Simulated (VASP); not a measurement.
Runs of VASP 6.6.1 on EuO. Symmetry: Fm-3m, No. 225, cubic system. The conventional cell has a = 5.144 Å, b = 5.144 Å, c = 5.144 Å, α = 90.00°, β = 90.00°, γ = 90.00°. Eu (site symmetry m-3m) has 6 O at 2.57 Å within 3.4 Å. O (site symmetry m-3m) has 6 Eu at 2.57 Å within 3.4 Å. 

```csv
level,gap on the mesh (eV),pressure (GPa),moment (μB)
PBE,none,-4.4,6.98
RPBE,none,-0.9,6.99
revPBE,none,(b),6.99
LDA,none,-13.3,(c)
PBEsol,none,-9.5,(a)
```

Alike in all rows: task single point; potentials or basis VASP PAW PBE potentials, release 64 (Eu, O); spin collinear, ferromagnetic start; cell as given; k mesh 8 × 8 × 8; cutoff (eV) 600; smearing methfessel-paxton 0.1 eV.

Problem. Fill in the values left out.

Solution. (a) 6.97; (b) -1.9; (c) 6.90.

Caveats: spin-orbit coupling is left out, which moves the levels of the heavy elements; a cell with one magnetic atom can't hold antiferromagnetic order, which such compounds often take; semilocal functionals describe open f shells poorly, which spoils levels, moments and volumes; the PAW data sets were made with another functional, which shifts forces and pressure a little (at least some runs); the cell stands under tension (at least some runs).

A k mesh can miss the band edges, and the runs leave out spin-orbit coupling on Eu.

A gap of «none» marks levels without a gap at the run's occupations.
